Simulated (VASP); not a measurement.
Write the native input for VASP 6.6.1 that does the following.

```yaml
Task: single point
Functional: r2SCAN
Potentials_or_basis: VASP PAW PBE potentials, release 64 (Ag)
Cutoff: 520 eV
k_mesh: 20 × 20 × 20
Occupations: gaussian, width 0.15 eV
Spin: no spin polarisation
Dipole_correction: no
Further_INCAR_settings: ALGO = Normal; EDIFF = 1e-07; NBANDS = 12
```

Crystal: Ag.

```xyz
1
Lattice="0.0000 2.0431 2.2474 2.0431 0.0000 2.2474 2.0431 2.0431 0.0000" Properties=species:S:1:pos:R:3 pbc="T T T"
Ag    0.0000    0.0000    0.0000
```

This cell differs from its parent crystal: strain +0.1000 x Voigt [0, 0, 1, 0, 0, 0].

One way to write it, as run:

POSCAR

```
Ag
1.0
    0.0000000000      2.0431000000      2.2474100000
    2.0431000000      0.0000000000      2.2474100000
    2.0431000000      2.0431000000      0.0000000000
Ag
1
Direct
    0.0000000000      0.0000000000      0.0000000000
```

INCAR.step1

```
ALGO = Normal
EDIFF = 1E-4
ENCUT = 520
GGA = PE
ISMEAR = 0
LASPH = True
LCHARG = False
LREAL = False
LWAVE = True
NBANDS = 12
NELM = 80
PREC = Accurate
SIGMA = 0.15
```

INCAR.step2

```
ALGO = Normal
EDIFF = 1E-7
ENCUT = 520
ISIF = 2
ISMEAR = 0
ISTART = 1
LASPH = True
LCHARG = True
LELF = True
LMIXTAU = True
LREAL = False
LVHAR = True
LWAVE = False
METAGGA = R2SCAN
NBANDS = 12
NELM = 80
PREC = Accurate
SIGMA = 0.15
```

KPOINTS

```
k-points
0
Gamma
  20 20 20
```

Potentials or basis: VASP PAW PBE potentials, release 64 (Ag).

The run is started by

```console
$ cat potpaw_PBE.64/Ag/POTCAR > POTCAR
$ cp INCAR.step1 INCAR
$ mpirun -np 1 vasp_std > vasp.out
$ cp INCAR.step2 INCAR
$ mpirun -np 1 vasp_std > vasp.out
```

Results of the run:

| Property | Result |
| --- | --- |
| Pressure | -6.4 GPa |
| Band gap on the k mesh | zero (an odd number of electrons rules out a gap without spin polarisation) |

Caveat: the cell differs from its parent crystal (strain +0.1000 x Voigt [0, 0, 1, 0, 0, 0]); the cell stands under tension; the PAW data sets were made with another functional, which shifts forces and pressure a little.

Run time: 5.4 min on 1 thread of Intel(R) Xeon(R) Platinum 8259CL CPU @ 2.50GHz (Skylake/Cascade Lake), with other jobs on the host, peak memory 0.26 GiB.
